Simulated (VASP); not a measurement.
Set up this calculation in VASP 6.6.1, as the native input.

* Task: single point
* Functional: PBE
* Potentials or basis: VASP PAW PBE potentials, release 64 (Ba_sv, Si)
* Cutoff: 520 eV
* k mesh: 6 × 6 × 6
* Occupations: gaussian, width 0.05 eV
* Spin: no spin polarisation
* Dipole correction: no
* Further INCAR settings: ALGO = Fast; EDIFF = 1e-07; NBANDS = 25

The structure of Ba3Si lies in POSCAR:

```
Ba3Si
1.0
    5.4190085219      0.0000000000      0.0000000000
    0.0000000000      5.4190085219      0.0000000000
    0.0000000000      0.0000000000      5.4190085219
Ba Si
3 1
Direct
    0.0000000000      0.5000000000      0.5000000000
    0.5000000000      0.5000000000      0.0000000000
    0.5000000000      0.0000000000      0.5000000000
    0.0000000000      0.0000000000      0.0000000000
```

This cell differs from its parent crystal: volume scaled by 1.020.

The input as run:

INCAR

```
SYSTEM = Ba3Si
PREC = Accurate
ENCUT = 520
EDIFF = 1E-7
ISMEAR = 0
SIGMA = 0.05
LREAL = .False.
LASPH = .True.
NELM = 80
ALGO = Fast
ISIF = 2
LWAVE = .False.
LCHARG = .False.
GGA = PE
NBANDS = 25
```

KPOINTS

```
regular mesh
0
Gamma
  6 6 6
  0 0 0
```

Potentials or basis: VASP PAW PBE potentials, release 64 (Ba_sv, Si).

Launch:

```console
$ cat potpaw_PBE.64/Ba_sv/POTCAR potpaw_PBE.64/Si/POTCAR > POTCAR
$ mpirun -np 1 vasp_std > vasp.out
```

It gave:

| Item | Value |
| --- | --- |
| Pressure | 0.0 GPa |
| Band gap on the k mesh | zero (band 17 reaches 3.73 eV, above the bottom of band 18 at 2.80 eV) |

Caveat: spin-orbit coupling is left out, which moves the levels of the heavy elements.

It took 48 s on 1 thread of Intel(R) Xeon(R) 6975P-C (Granite Rapids), on a shared host, peak memory 0.27 GiB.
